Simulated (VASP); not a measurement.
Rb2Tl6Sn: single point with PBEsol

Rb2Tl6Sn:

```
Tl Sn Rb
1.0
     0.00000    5.22544    5.22544
     5.22544    0.00000    5.22544
     5.22544    5.22544    0.00000
Tl Sn Rb
6 1 2
Direct
  0.74535 0.25465 0.25465
  0.25465 0.74535 0.25465
  0.25465 0.74535 0.74535
  0.74535 0.25465 0.74535
  0.25465 0.25465 0.74535
  0.74535 0.74535 0.25465
  0.50000 0.50000 0.50000
  0.25000 0.25000 0.25000
  0.75000 0.75000 0.75000
```

- Program: VASP 6.6.1
- Task: single point
- Functional: PBEsol
- Potentials or basis: VASP PAW PBE potentials, release 64 (Tl_d, Sn_d, Rb_sv)
- Cutoff: 520 eV
- k mesh: 3 × 3 × 3
- Occupations: tetrahedron
- Spin: no spin polarisation
- Dipole correction: no
- Further INCAR settings: ALGO = Normal; EDIFF = 1e-06; NBANDS = 65

```
Pressure               : 9.3 GPa
Largest force          : 3.652 eV/Å
Band gap on the k mesh : zero (band 55 reaches 4.86 eV, above the bottom of band 56 at 3.75 eV)
```

Forces in eV/Å, atoms in the order of the input:
```
Tl  -3.652  0.000  0.000
Tl   0.000 -3.652  0.000
Tl   3.652  0.000  0.000
Tl   0.000  3.652  0.000
Tl   0.000  0.000 -3.652
Tl   0.000  0.000  3.652
Sn   0.000  0.000  0.000
Rb   0.000  0.000  0.000
Rb   0.000  0.000  0.000
```

Levels at points of the mesh, in eV from the Fermi level:
| k point | band 52 | band 53 | band 54 | band 55 | band 56 | band 57 | band 58 | band 59 |
| --- | --- | --- | --- | --- | --- | --- | --- | --- |
| (0.00, 0.00, 0.00) | -1.61 | -1.61 | -0.92 | -0.92 | -0.92 | 2.54 | 3.23 | 3.23 |

Run time: 90 s on 1 thread of AMD EPYC 7R13 Processor (Zen 3), with other jobs on the host, peak memory 0.43 GiB.

Caveat: the PAW data sets were made with another functional, which shifts forces and pressure a little; spin-orbit coupling is left out, which moves the levels of the heavy elements; tetrahedron occupations give inexact forces and stress in metals.
